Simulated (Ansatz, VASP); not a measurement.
# Two plane-wave programs on La3N

```xyz
4
Lattice="4.5474 0.0000 0.0000 0.0000 4.5474 0.0000 0.0000 0.0000 4.5474" Properties=species:S:1:pos:R:3 pbc="T T T"
La    0.0000    2.2737    2.2737
La    2.2737    0.0000    2.2737
La    2.2737    2.2737    0.0000
N     0.0000    0.0000    0.0000
```

Change from the starting cell: species swapped into the NbZn3 type (Pm-3m, No. 221).

Alike in both runs: functional PBE; k mesh 10 × 10 × 10; occupations gaussian, width 0.1 eV; no spin polarisation.

Ansatz relaxed the structure, and its values are those at the end. VASP's run is a single point on that final structure, the one shown.

```csv
,VASP,Ansatz
version,VASP 6.6.1,Ansatz 0.2.0
potentials or method,"VASP PAW PBE potentials, release 64 (La, N), cutoff 520 eV","scalar-relativistic, plane waves, PAW"
valence electrons in the cell,38,38
```

|  | VASP | Ansatz | Ansatz less VASP |
| --- | --- | --- | --- |
| gap on the k mesh at the Fermi level (eV) | none | none | - |
| pressure (GPa) | 0.0 | 0.0 | 0.00 |

A gap of «none» marks a metal or a gap that the smearing closes. With one functional, cell and mesh, what is left measures potentials, basis and numerics.

Neither program's run includes spin-orbit coupling.
